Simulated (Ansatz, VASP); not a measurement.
Two plane-wave programs on InP

```
CELL_PARAMETERS angstrom
0.00000 2.98254 2.98254
2.98254 0.00000 2.98254
2.98254 2.98254 0.00000
ATOMIC_POSITIONS crystal
In 0.00000 0.00000 0.00000
P 0.75000 0.75000 0.75000
```

Alike in both runs: task single point; functional r2SCAN; dispersion D4; k mesh 8 × 8 × 8; occupations gaussian, width 0.05 eV; no spin polarisation.

|  | VASP | Ansatz |
| --- | --- | --- |
| version | VASP 6.6.1 | Ansatz 0.2.0 |
| potentials or method | VASP PAW PBE potentials, release 64 (In_d, P), cutoff 520 eV | scalar-relativistic, plane waves, PAW |
| valence electrons in the cell | 18 | 18 |

|  | VASP | Ansatz | Ansatz less VASP |
| --- | --- | --- | --- |
| gap on the k mesh at the Fermi level (eV) | 0.86 | 0.86 | -0.003 |
| least direct gap on the mesh (eV) | 0.86 | 0.86 | -0.003 |
| pressure (GPa) | -2.6 | -2.5 | +0.09 |

VASP's potentials were made for PBE, not for r2SCAN.
